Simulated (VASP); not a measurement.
# InAs (Fm-3m) in VASP: a series of runs

InAs is run at these levels: RPBE, revPBE; tasks: single point.

All numbers are computed with VASP 6.6.1; they aren't measurements. Logs are shortened: lines on timing, memory, paths and dates and some standing lists are left out, and cuts for length are marked.

**1. The cell of the first run**

The structure is cubic, space group Fm-3m (No. 225). Conventional cell: a = 5.810 Å, b = 5.810 Å, c = 5.810 Å, α = 90.00°, β = 90.00°, γ = 90.00°. Within 3.8 Å of In (site symmetry m-3m) lie 6 As at 2.91 Å. Within 3.8 Å of As (site symmetry m-3m) lie 6 In at 2.91 Å.

**2. Single point, RPBE**

Input file INCAR:

```
PREC = Accurate
ENCUT = 520
EDIFF = 1E-7
ISMEAR = -1
SIGMA = 0.05
LREAL = F
LASPH = T
NELM = 60
ALGO = Normal
ISIF = 2
LWAVE = F
LCHARG = F
GGA = RP
NBANDS = 16
```

Input file KPOINTS:

```
regular mesh
0
Gamma
  8 8 8
```

Input file POSCAR:

```
InAs
1.0
    0.0000000000      2.9051565758      2.9051565758
    2.9051565758      0.0000000000      2.9051565758
    2.9051565758      2.9051565758      0.0000000000
In As
1 1
Direct
    0.5000000000      0.5000000000      0.5000000000
    0.0000000000      0.0000000000      0.0000000000
```

Potentials or basis: VASP PAW PBE potentials, release 64 (In_d, As).

Command:

```
cat potpaw_PBE.64/In_d/POTCAR potpaw_PBE.64/As/POTCAR > POTCAR
mpirun -np 1 vasp_std > vasp.out
```

OUTCAR:

```text
PREC = Accurate
   ENCUT = 520
   EDIFF = 1E-7
   ISMEAR = -1
   LREAL = F
   LASPH = T
   NELM = 60
   ISIF = 2
   GGA = RP

 ion  position               nearest neighbor table
   1  0.500  0.500  0.500-   2 2.91   2 2.91   2 2.91   2 2.91   2 2.91   2 2.91
   2  0.000  0.000  0.000-   1 2.91   1 2.91   1 2.91   1 2.91   1 2.91   1 2.91

  LATTYP: Found a face centered cubic cell.
 ALAT       =     5.8103131516

  Lattice vectors:

 A1 = (   0.0000000000,   2.9051565758,   2.9051565758)
 A2 = (   2.9051565758,   0.0000000000,   2.9051565758)
 A3 = (   2.9051565758,   2.9051565758,   0.0000000000)

Analysis of symmetry for initial positions (statically):
=====================================================================
 Subroutine PRICEL returns:
 Original cell was already a primitive cell.

 Routine SETGRP: Setting up the symmetry group for a
 face centered cubic supercell.

 Subroutine GETGRP returns: Found 48 space group operations
 (whereof 48 operations were pure point group operations)
 out of a pool of 48 trial point group operations.

The static configuration has the point symmetry O_h .

Analysis of symmetry for dynamics (positions and initial velocities):
=====================================================================
 Subroutine PRICEL returns:
 Original cell was already a primitive cell.

 Routine SETGRP: Setting up the symmetry group for a
 face centered cubic supercell.

 Subroutine GETGRP returns: Found 48 space group operations
 (whereof 48 operations were pure point group operations)
 out of a pool of 48 trial point group operations.

The dynamic configuration has the point symmetry O_h .

 Subroutine INISYM returns: Found 48 space group operations
 (whereof 48 operations are pure point group operations),
 and found     1 'primitive' translations

----------------------------------------------------------------------------------------

                                     Primitive cell

  volume of cell :      49.0387

  direct lattice vectors                    reciprocal lattice vectors
     0.000000000  2.905156576  2.905156576    -0.172107763  0.172107763  0.172107763
     2.905156576  0.000000000  2.905156576     0.172107763 -0.172107763  0.172107763
     2.905156576  2.905156576  0.000000000     0.172107763  0.172107763 -0.172107763

  length of vectors
[... 74 lines left out ...]
   ISTART =      0    job   : 0-new  1-cont  2-samecut
   ICHARG =      2    charge: 1-file 2-atom 10-const
   ISPIN  =      1    spin polarized calculation?
   LNONCOLLINEAR =      F non collinear calculations
   LSORBIT =      F    spin-orbit coupling
   LASPH  =      T    aspherical Exc in radial PAW
   ENCUT  =  520.0 eV  38.22 Ry    6.18 a.u.   7.64  7.64  7.64*2*pi/ulx,y,z
   NELM   =     60;   NELMIN=  2; NELMDL= -5     # of ELM steps
   EDIFF  = 0.1E-06   stopping-criterion for ELM
   LREAL  =      F    real-space projection
   EDIFFG = 0.1E-05   stopping-criterion for IOM
   NSW    =      0    number of steps for IOM
   IBRION =     -1    ionic relax: 0-MD 1-quasi-New 2-CG
   NFREE  =      0    steps in history (QN), initial steepest desc. (CG)
   ISIF   =      2    stress and relaxation
   ISYM   =      2    0-nonsym 1-usesym 2-fastsym
   POTIM  = 0.5000    time-step for ionic-motion
   TEBEG  =    0.0;   TEEND  =   0.0 temperature during run
   PSTRESS=    0.0 pullay stress
   NELECT =      18.0000    total number of electrons
   NUPDOWN=      -1.0000    fix difference up-down
   EMIN   =  10.00;   EMAX   =-10.00  energy-range for DOS
   EFERMI =   0.00;   METHOD = LEGACY
   ISMEAR =    -1;   SIGMA  =   0.05  broadening in eV -4-tet -1-fermi 0-gaus
   EFERMI_NEDOS =   21; number of points for ismear=-14 and -15
   IALGO  =     38    algorithm
   IMIX   =      4    mixing-type and parameters
     AMIX     =   0.40;   BMIX     =  1.00
     AMIX_MAG =   1.60;   BMIX_MAG =  1.00
  volume/ion in A,a.u.               =      24.52       165.46
  Fermi-wavevector in a.u.,A,eV,Ry     =   1.172158  2.215057 18.693781  1.373954
  Thomas-Fermi vector in A             =   2.308591
   LORBIT       =      0    0 simple, 1 ext, 2 COOP (PROOUT), +10 PAW based schemes
   GGA     = RP    functional components
   LHFCALC =     F    Hartree Fock is set to
   AEXX    =    0.0000 exact exchange contribution
   IVDW    =     0    specifies the selected vdW correction
   LEPSILON=     F    determine dielectric tensor
   LRPA    =     F    only Hartree local field effects (RPA)
 non-spin polarized calculation
  energy-cutoff  :      520.00
  volume of cell :       49.04
 maximum number of plane-waves:      1363
   NGX = 15   NGY = 15   NGZ = 15

 number of electron      17.9999995 magnetization

 Free energy of the ion-electron system (eV)
  ---------------------------------------------------
  ext. energy  EPLUGINS =         0.00000000
  ---------------------------------------------------
  free energy    TOTEN  =        -6.57271533 eV

  energy without entropy =       -6.56017662  energy(sigma->0) =       -6.56644597

 E-fermi :   5.7319     XC(G=0):  -9.8723

 val. band max:        5.6699118532   @ k =   0.3750   0.2500   0.0000
 cond. band min:       5.7550731058   @ k =  -0.3750   0.1250   0.0000
 fundamental gap:      0.0851612526
 Fermi energy:         5.7318726308

 k-point     1 :       0.0000    0.0000    0.0000
  band No.  band energies     occupation
      1      -8.6060      2.00000
      2      -8.6060      2.00000
      3      -8.5895      2.00000
      4      -8.5895      2.00000
      5      -8.5895      2.00000
      6      -6.1655      2.00000
[... 433 lines left out ...]
      3      -8.5792      2.00000
      4      -8.5599      2.00000
      5      -8.5348      2.00000
      6      -4.2225      2.00000
[... 8 lines left out ...]
     15      15.2857      0.00000
     16      18.3777      0.00000

 [... further k-points ...]
[... 5 lines left out ...]
  --------------------------------------------------------------------------------------
  -------------------------------------------------------------------------------------
  Total        0.0063575      0.0063575      0.0063575     -0.0000000     -0.0000000     -0.0000000
  in kB        0.2077115      0.2077115      0.2077115     -0.0000000     -0.0000000     -0.0000000
  external PRESSURE =       0.2077115 kB  Pullay stress =       0.0000000 kB

 VOLUME and BASIS-vectors are now :
 -----------------------------------------------------------------------------
  energy-cutoff  :      520.00
  volume of cell :       49.04
      direct lattice vectors                 reciprocal lattice vectors
     0.000000000  2.905156576  2.905156576    -0.172107763  0.172107763  0.172107763
     2.905156576  0.000000000  2.905156576     0.172107763 -0.172107763  0.172107763
     2.905156576  2.905156576  0.000000000     0.172107763  0.172107763 -0.172107763

 POSITION                                       TOTAL-FORCE (eV/Angst)
 -----------------------------------------------------------------------------------
      2.90516      2.90516      2.90516         0.000000      0.000000      0.000000
      0.00000      0.00000      0.00000        -0.000000     -0.000000     -0.000000
 -----------------------------------------------------------------------------------
    total drift:                               -0.000000     -0.000000      0.000000

  FREE ENERGIE OF THE ION-ELECTRON SYSTEM (eV)
  ---------------------------------------------------
  free  energy   TOTEN  =        -6.5727153292 eV

  energy  without entropy=       -6.5601766155  energy(sigma->0) =       -6.56644597
```

Wall time 8.3 s (1 thread of Intel Xeon 6975P-C (Granite Rapids), shared host); peak memory 0.18 GiB.

Results:

| Quantity | Value |
| --- | --- |
| Free energy | -6.5727 eV |
| Pressure | 0.0 GPa |
| Band gap on the k mesh | zero (band 9 reaches 6.04 eV, above the bottom of band 10 at 3.59 eV) |

Levels at points of the mesh, in eV from the Fermi level:
```tsv
k point	band 5	band 6	band 7	band 8	band 9	band 10	band 11	band 12	band 13	band 14
(0.00, 0.00, 0.00)	-14.32	-11.90	-0.77	-0.20	-0.20	-0.20	7.12	7.12	7.12	7.39
(0.50, 0.00, 0.00)	-14.27	-10.32	-6.33	0.15	0.15	2.14	3.29	3.29	4.25	10.51
(0.50, 0.50, 0.00)	-14.25	-9.53	-4.53	-2.89	-2.15	-2.15	3.92	9.01	9.01	9.81
```

Caveat: the PAW data sets were made with another functional, which shifts forces and pressure a little; spin-orbit coupling is left out, which moves the levels of the heavy elements.

**3. Single point, revPBE**

This run uses another cell than the first one, of 24.32 Å³/atom, 0.992 times its volume.

Input file INCAR:

```
PREC = Accurate
ENCUT = 520
EDIFF = 1E-7
ISMEAR = -1
SIGMA = 0.05
LREAL = F
LASPH = T
NELM = 80
ALGO = Normal
ISIF = 2
LWAVE = F
LCHARG = T
GGA = RE
LELF = T
LVHAR = T
NBANDS = 16
```

Input file KPOINTS:

```
Automatic mesh
0
Gamma
  8 8 8
```

Input file POSCAR:

```
InAs
1.0
    0.0000000000      2.8973899707      2.8973899707
    2.8973899707      0.0000000000      2.8973899707
    2.8973899707      2.8973899707      0.0000000000
In As
1 1
Direct
    0.5000000000      0.5000000000      0.5000000000
    0.0000000000      0.0000000000      0.0000000000
```

Potentials or basis: VASP PAW PBE potentials, release 64 (In_d, As).

Command:

```
cat potpaw_PBE.64/In_d/POTCAR potpaw_PBE.64/As/POTCAR > POTCAR
mpirun -np 1 vasp_std > vasp.out
```

Run time: 10 s. Hardware: 1 thread of Intel Xeon 6975P-C (Granite Rapids), shared host; peak memory 0.17 GiB.

It converged, with:

| Quantity | Value |
| --- | --- |
| Free energy | -6.6893 eV |
| Pressure | 0.0 GPa |
| Band gap on the k mesh | zero (band 9 reaches 6.10 eV, above the bottom of band 10 at 3.62 eV) |

Levels at points of the mesh, in eV from the Fermi level:
| k point | band 5 | band 6 | band 7 | band 8 | band 9 | band 10 | band 11 | band 12 | band 13 | band 14 |
| --- | --- | --- | --- | --- | --- | --- | --- | --- | --- | --- |
| (0.00, 0.00, 0.00) | -14.31 | -11.95 | -0.74 | -0.20 | -0.20 | -0.20 | 7.13 | 7.13 | 7.13 | 7.42 |
| (0.50, 0.00, 0.00) | -14.26 | -10.36 | -6.38 | 0.15 | 0.15 | 2.14 | 3.28 | 3.28 | 4.29 | 10.54 |
| (0.50, 0.50, 0.00) | -14.24 | -9.54 | -4.57 | -2.90 | -2.17 | -2.17 | 3.91 | 9.05 | 9.05 | 9.86 |

Caveat: the PAW data sets were made with another functional, which shifts forces and pressure a little; spin-orbit coupling is left out, which moves the levels of the heavy elements.
